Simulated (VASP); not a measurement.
# B24HN23 (a cell with a defect) in VASP: further runs, part 2 of 2

VASP 6.6.1. Earlier steps stand in the parts before.

## Step 3: Single point, PBE, collinear spin

The input, INCAR:

```
  PREC = Accurate
  ENCUT = 520
  EDIFF = 1E-7
  ISMEAR = 0
  SIGMA = 0.05
  LREAL = Auto
  LASPH = T
  NELM = 150
  ALGO = Normal
  ISIF = 2
  LWAVE = F
  LCHARG = T
  ISPIN = 2
  MAGMOM = 0.2 0 0 0 0 0 0 0 0 0 0 0 0 0.2 0.2 0 0 0 0 0 0 0 0 0.2 0.2 0 0 0 0 0 0 0 0 0 0 0 0 0 0 0 0 0 0 0 0 0 0 0
  LORBIT = 11
  GGA = PE
  LVHAR = T
  NBANDS = 128
  NELECT = 189.0
  KPAR = 2
  NCORE = 2
```

The input, KPOINTS:

```
regular mesh
0
Gamma
  2 2 2
```

The input, POSCAR:

```
B24HN23
1.0
   -3.8309090000      2.2117770000     -4.2268550000
    3.8309090000     -2.2117770000     -4.2268550000
   -3.8309090000     -6.6353300000      4.2268550000
B H N
24 1 23
Direct
    0.6445970112      0.3123738490      0.0002383574
    0.1716551529      0.8385676209      0.0002465695
    0.8335857462      0.0069188693      0.8353308409
    0.3384802636      0.4996572046      0.8331756644
    0.0033112007      0.6696381549      0.6655368282
    0.5014041464      0.1699680913      0.6695031519
    0.1686601941      0.3360664377      0.4999684736
    0.6689286443      0.8363337000      0.5004933987
    0.3379999524      0.0043279434      0.3349194250
    0.8321297066      0.5007098053      0.3309354116
    0.5055478080      0.6667291495      0.1672992393
   -0.0015283533      0.1718357034      0.1651068549
    0.5861319328      0.9127320529      0.0002410938
    0.0970311788      0.4317949784      0.0002307277
    0.7640470446      0.5978629943      0.8327577395
    0.2464001089      0.0842602141      0.8321879509
    0.9190549171      0.2547755189      0.6681925497
    0.4204256060      0.7518786751      0.6668949024
    0.0852019110      0.9194103881      0.4988816013
    0.5865664450      0.4207677120      0.5015817481
    0.2510754062      0.5868282318      0.3322764307
    0.7537567217      0.0852125978      0.3335714424
    0.4144304226      0.2523098545      0.1682663185
    0.9315631000      0.7652876053      0.1676745736
    0.7766182935      0.4458917691      0.0002605364
    0.3549267570      0.0220543956      0.0002304044
    0.0177627878      0.1974793249      0.8364047958
    0.5289269884      0.6852188644      0.8355133972
    0.1883967968      0.8545371918      0.6654176607
    0.6931629178      0.3601843561      0.6727817559
    0.3561837491      0.5232332454      0.4998071917
    0.8566119341      0.0236687533      0.5006639856
    0.5232050113      0.1893614134      0.3350484950
    0.0206378404      0.6876595477      0.3277136177
    0.6936397814      0.8499587318      0.1649680841
    0.1815968345      0.3613312400      0.1640627887
    0.7673348890      0.0964661403      0.0002253085
    0.2791114909      0.6095151814      0.0002296141
    0.9427883117      0.7786683148      0.8320362831
    0.4283910767      0.2650962290      0.8308458783
    0.1067705880      0.4406264148      0.6669602670
    0.6057767420      0.9403112593      0.6672838891
    0.2732401867      0.1069345942      0.5004209725
    0.7730618694      0.6067577410      0.5000393136
    0.4400432231      0.7739011488      0.3334982525
    0.9387087860      0.2732687347      0.3331777711
    0.5977592654      0.4344845639      0.1696149448
    0.1109968436      0.9468942963      0.1684205858
```

Potentials or basis: VASP PAW PBE potentials, release 64 (B, H, N).

Launch:

```console
$ cat potpaw_PBE.64/B/POTCAR potpaw_PBE.64/H/POTCAR potpaw_PBE.64/N/POTCAR > POTCAR
$ mpirun -np 4 vasp_std > vasp.out
```

OUTCAR:

```text
PREC = Accurate
   ENCUT = 520
   EDIFF = 1E-7
   ISMEAR = 0
   LREAL = Auto
   LASPH = T
   NELM = 150
   ISIF = 2
   ISPIN = 2
   LORBIT = 11
   GGA = PE
   NELECT = 189.0

 ion  position               nearest neighbor table
   1  0.645  0.312  0.000-  25 1.12  37 1.55  47 1.55  40 1.55
   2  0.172  0.839  0.000-  26 1.55  48 1.57  39 1.57  38 1.57
   3  0.834  0.007  0.835-  37 1.56  42 1.57  39 1.57  27 1.58
   4  0.338  0.500  0.833-  40 1.56  38 1.56  41 1.58  28 1.58
   5  0.003  0.670  0.666-  39 1.56  44 1.56  29 1.56  41 1.57
   6  0.501  0.170  0.670-  40 1.56  42 1.57  43 1.57  30 1.60
   7  0.169  0.336  0.500-  41 1.57  43 1.57  46 1.57  31 1.58
   8  0.669  0.836  0.500-  45 1.57  44 1.57  42 1.57  32 1.58
   9  0.338  0.004  0.335-  48 1.56  43 1.56  33 1.56  45 1.57
[... 2098 lines left out ...]
     -3.83451     -3.70931     -0.00790        -0.043126     -0.031964     -0.378028
[... 40 lines left out ...]
     -1.27527     -0.76432     -3.64621        -0.030844     -0.067833      0.167290
      2.55704     -2.96634     -3.75966         0.000061     -0.145520     -0.306927
 -----------------------------------------------------------------------------------
    total drift:                               -0.001258      0.008060      0.006719

  FREE ENERGIE OF THE ION-ELECTRON SYSTEM (eV)
  ---------------------------------------------------
  free  energy   TOTEN  =      -393.8877290666 eV

  energy  without entropy=     -393.8838606204  energy(sigma->0) =     -393.88579484

 total charge

# of ion       s       p       d       tot
------------------------------------------
    1        0.717   1.527   0.000   2.244
    2        0.684   1.343   0.000   2.027
    3        0.675   1.353   0.000   2.029
    4        0.676   1.354   0.000   2.030
    5        0.679   1.368   0.000   2.047
    6        0.673   1.339   0.000   2.011
[... 40 lines left out ...]
   47        1.217   2.784   0.000   4.001
   48        1.218   2.768   0.000   3.986
--------------------------------------------------
tot         44.916  95.887   0.000 140.803

 magnetization (x)

# of ion       s       p       d       tot
------------------------------------------
    1       -0.000  -0.001   0.000  -0.001
    2        0.001   0.017   0.000   0.018
    3        0.001   0.004   0.000   0.005
    4        0.001   0.002   0.000   0.002
    5        0.000   0.002   0.000   0.002
    6        0.000   0.001   0.000   0.001
[... 40 lines left out ...]
   47        0.000   0.001   0.000   0.002
   48       -0.001  -0.004   0.000  -0.005
--------------------------------------------------
tot          0.100   0.372   0.000   0.472
```

OSZICAR:

```text
N       E                     dE             d eps       ncg     rms          rms(c)
DAV:   1     0.813906117674E+03    0.81391E+03   -0.10086E+05  4096   0.145E+03
DAV:   2    -0.358462315102E+03   -0.11724E+04   -0.11277E+04  5048   0.329E+02
DAV:   3    -0.416321997741E+03   -0.57860E+02   -0.57420E+02  5168   0.737E+01
DAV:   4    -0.417095341023E+03   -0.77334E+00   -0.76852E+00  5072   0.848E+00
DAV:   5    -0.417110542053E+03   -0.15201E-01   -0.15143E-01  5032   0.101E+00    0.324E+01
DAV:   6    -0.395986914155E+03    0.21124E+02   -0.62613E+01  4832   0.202E+01    0.154E+01
DAV:   7    -0.394251109725E+03    0.17358E+01   -0.37776E+00  5032   0.593E+00    0.926E+00
DAV:   8    -0.393896367322E+03    0.35474E+00   -0.12638E+00  4696   0.312E+00    0.117E+00
DAV:   9    -0.393885563830E+03    0.10803E-01   -0.85317E-02  4888   0.909E-01    0.637E-01
DAV:  10    -0.393886765262E+03   -0.12014E-02   -0.13390E-02  5032   0.330E-01    0.364E-01
DAV:  11    -0.393887499568E+03   -0.73431E-03   -0.35284E-03  4952   0.150E-01    0.109E-01
DAV:  12    -0.393887680503E+03   -0.18094E-03   -0.70245E-04  4992   0.716E-02    0.462E-02
DAV:  13    -0.393887710734E+03   -0.30232E-04   -0.87453E-05  5000   0.332E-02    0.274E-02
DAV:  14    -0.393887723520E+03   -0.12786E-04   -0.19405E-05  4856   0.145E-02    0.131E-02
DAV:  15    -0.393887727850E+03   -0.43300E-05   -0.33980E-06  4840   0.662E-03    0.547E-03
DAV:  16    -0.393887728809E+03   -0.95888E-06   -0.11774E-06  4904   0.343E-03    0.230E-03
DAV:  17    -0.393887728985E+03   -0.17566E-06   -0.11293E-07  3320   0.107E-03    0.102E-03
DAV:  18    -0.393887729067E+03   -0.82076E-07   -0.53748E-08  2752   0.708E-04
   1 F= -.39388773E+03 E0= -.39388579E+03  d E =-.386845E-02  mag=     0.8617
```

Wall time 8.2 min (4 MPI ranks of Intel Xeon Platinum 8259CL at 2.50GHz (Skylake/Cascade Lake), shared host); peak memory 0.46 GiB.

What came out:

```yaml
Free_energy: -393.8877 eV
Largest_force: 1.293 eV/Å
Net_moment: 0.86 μB per cell
Site_moments: B -0.00, +0.02, +0.01, +0.00, -0.04, +0.20 (each value once); H +0.00; N -0.00, +0.01, +0.00, -0.01 (each value once) μB
Valence_electrons_inside_the_program's_atomic_spheres: B 2.24, 2.03, 2.05, 2.01, 2.02, 2.06, 1.94, 1.99, 2.00 (each value once); H 0.74; N 3.98, 3.96, 3.97, 3.95, 4.00, 3.99 (each value once)
```

Forces in eV/Å, atoms in the order of the input:
```
B    0.040 -0.021 -0.217
B    0.070 -0.034  0.209
B   -0.195  0.165 -0.230
B   -0.094 -0.263 -0.239
B    0.069 -0.282 -0.058
B   -0.043 -0.032 -0.378
B    0.035  0.029 -0.088
B   -0.006 -0.041 -0.087
B    0.280  0.078 -0.060
B    0.001  0.048 -0.374
B    0.183  0.215 -0.237
B   -0.246  0.085 -0.229
B   -0.223  0.130  0.173
B    1.016 -0.595 -0.114
B   -0.659  0.643  0.303
B    0.122 -0.161  0.131
B    0.111 -0.394  0.146
B   -0.254 -0.157  0.098
B   -0.073  0.403  0.186
B   -0.384 -0.138  0.189
B    0.391  0.103  0.145
B    0.010  0.297  0.096
B    0.199 -0.028  0.132
B   -0.887  0.248  0.303
H    0.095 -0.054 -0.600
N    0.005 -0.004 -0.141
N   -0.355  0.501  0.136
N    0.659 -0.012  0.124
N   -0.019 -0.025  0.051
N    0.806  1.011  0.003
N    0.030  0.003  0.048
N    0.012 -0.027  0.048
N    0.009  0.030  0.051
N   -0.466 -1.198  0.004
N    0.333 -0.557  0.123
N   -0.614  0.060  0.139
N    0.083 -0.049  0.058
N   -0.146  0.083 -0.079
N    0.126  0.070 -0.313
N    0.044  0.059  0.171
N    0.014  0.137  0.063
N    0.072  0.043  0.134
N   -0.027 -0.036  0.062
N    0.019  0.041  0.064
N   -0.112 -0.082  0.064
N   -0.003 -0.081  0.132
N   -0.031 -0.068  0.167
N    0.000 -0.146 -0.307
```

Levels at points of the mesh, in eV from the Fermi level:
Spin up:
| k point | band 92 | band 93 | band 94 | band 95 | band 96 | band 97 | band 98 | band 99 |
| --- | --- | --- | --- | --- | --- | --- | --- | --- |
| (0.00, 0.00, 0.00) | -5.24 | -5.21 | -2.33 | -0.37 | -0.11 | 0.76 | 0.90 | 1.74 |
| (0.50, 0.00, 0.00) | -6.07 | -5.82 | -2.54 | -0.15 | 0.08 | 2.19 | 2.20 | 2.26 |
| (0.00, 0.50, 0.50) | -6.11 | -5.82 | -2.30 | -0.12 | 0.12 | 2.13 | 2.18 | 2.27 |
| (0.00, 0.50, 0.00) | -6.11 | -5.82 | -2.30 | -0.12 | 0.12 | 2.13 | 2.18 | 2.27 |
| (0.50, 0.00, 0.50) | -6.07 | -5.82 | -2.54 | -0.15 | 0.08 | 2.19 | 2.20 | 2.26 |
| (0.50, 0.50, 0.00) | -6.24 | -5.96 | -2.48 | 0.01 | 0.10 | 2.37 | 2.51 | 2.51 |
| (0.00, 0.00, 0.50) | -5.61 | -5.44 | -2.32 | -0.29 | 0.14 | 1.33 | 1.54 | 1.80 |
| (0.50, 0.50, 0.50) | -6.05 | -6.04 | -2.46 | 0.09 | 0.15 | 1.78 | 1.91 | 1.92 |
Spin down:
| k point | band 92 | band 93 | band 94 | band 95 | band 96 | band 97 |
| --- | --- | --- | --- | --- | --- | --- |
| (0.00, 0.00, 0.00) | -5.20 | -5.19 | -2.02 | 0.00 | 0.15 | 0.98 |
| (0.50, 0.00, 0.00) | -6.04 | -5.81 | -2.27 | 0.28 | 0.67 | 2.22 |
| (0.00, 0.50, 0.50) | -6.10 | -5.81 | -1.96 | 0.24 | 0.67 | 2.14 |
| (0.00, 0.50, 0.00) | -6.10 | -5.81 | -1.96 | 0.24 | 0.67 | 2.14 |
| (0.50, 0.00, 0.50) | -6.04 | -5.81 | -2.27 | 0.28 | 0.67 | 2.22 |
| (0.50, 0.50, 0.00) | -6.21 | -5.95 | -2.17 | 0.27 | 0.86 | 2.39 |
| (0.00, 0.00, 0.50) | -5.57 | -5.43 | -2.02 | 0.29 | 0.48 | 1.37 |
| (0.50, 0.50, 0.50) | -6.04 | -6.04 | -2.16 | 0.33 | 0.98 | 1.80 |

Caveat: the k points lie up to 0.55 Å⁻¹ apart; the cell carries a net charge on a neutralising background, which shifts energy and pressure; the cell is charged against a uniform background, so pressure and absolute levels hang on convention.
